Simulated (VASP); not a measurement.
Wanted: the native input for a VASP 6.6.1 run.

| Quantity | Value |
| --- | --- |
| Task | relaxation of cell and atoms |
| Functional | r2SCAN |
| Potentials or basis | VASP PAW PBE potentials, release 64 (Ir) |
| Cutoff | 600 eV |
| k mesh | 14 × 14 × 14 |
| Occupations | fermi-dirac, width 0.1 eV |
| Spin | no spin polarisation |
| Dipole correction | no |
| Further INCAR settings | ALGO = Normal; EDIFF = 1e-07; IBRION = 2; EDIFFG = -0.01; NSW = 80; ISIF = 3 |

The system is Ir.

```
Ir
1.0
    -1.52367    1.52367    1.52367
     1.52367   -1.52367    1.52367
     1.52367    1.52367   -1.52367
Ir
1
Direct
  0.00000 0.00000 0.00000
```

One way to write it, as run:

POSCAR

```
Ir
1.0
   -1.5236668997      1.5236668997      1.5236668997
    1.5236668997     -1.5236668997      1.5236668997
    1.5236668997      1.5236668997     -1.5236668997
Ir
1
Direct
    0.0000000000      0.0000000000      0.0000000000
```

INCAR.step1

```
SYSTEM = Ir
  ALGO = Normal
  EDIFF = 1E-4
  ENCUT = 600
  GGA = PE
  ISMEAR = -1
  LASPH = .True.
  LCHARG = .False.
  LREAL = .False.
  LWAVE = .True.
  NELM = 60
  PREC = Accurate
  SIGMA = 0.1
```

INCAR.step2

```
SYSTEM = Ir
  ALGO = Normal
  EDIFF = 1E-7
  EDIFFG = -0.01
  ENCUT = 600
  IBRION = 2
  ISIF = 3
  ISMEAR = -1
  ISTART = 1
  LASPH = .True.
  LCHARG = .False.
  LMIXTAU = .True.
  LREAL = .False.
  LWAVE = .False.
  METAGGA = R2SCAN
  NELM = 60
  NSW = 80
  PREC = Accurate
  SIGMA = 0.1
```

KPOINTS

```
k-points
0
Gamma
  14 14 14
  0 0 0
```

Potentials or basis: VASP PAW PBE potentials, release 64 (Ir).

Launch:

```bash
$ cat potpaw_PBE.64/Ir/POTCAR > POTCAR
$ cp INCAR.step1 INCAR
$ mpirun -np 1 vasp_std > vasp.out
$ cp INCAR.step2 INCAR
$ mpirun -np 1 vasp_std > vasp.out
```

Results of the run:

* Relaxed volume: 14.83 Å³/atom
* Relaxed cell: a = 2.681 Å, b = 2.681 Å, c = 2.681 Å, α = 109.47°, β = 109.47°, γ = 109.47°
* Space group after relaxing (to 0.05 Å): Im-3m (No. 229)
* Energy gained by relaxing: 35.4 meV/atom
* Ionic steps: 4
* Pressure after relaxing: -0.1 GPa

Caveat: the PAW data sets were made with another functional, which shifts forces and pressure a little.

It took 7.3 min on 1 thread of AMD EPYC 7R43 64-Core Processor (Zen 3) (shared host), peak memory 0.15 GiB.
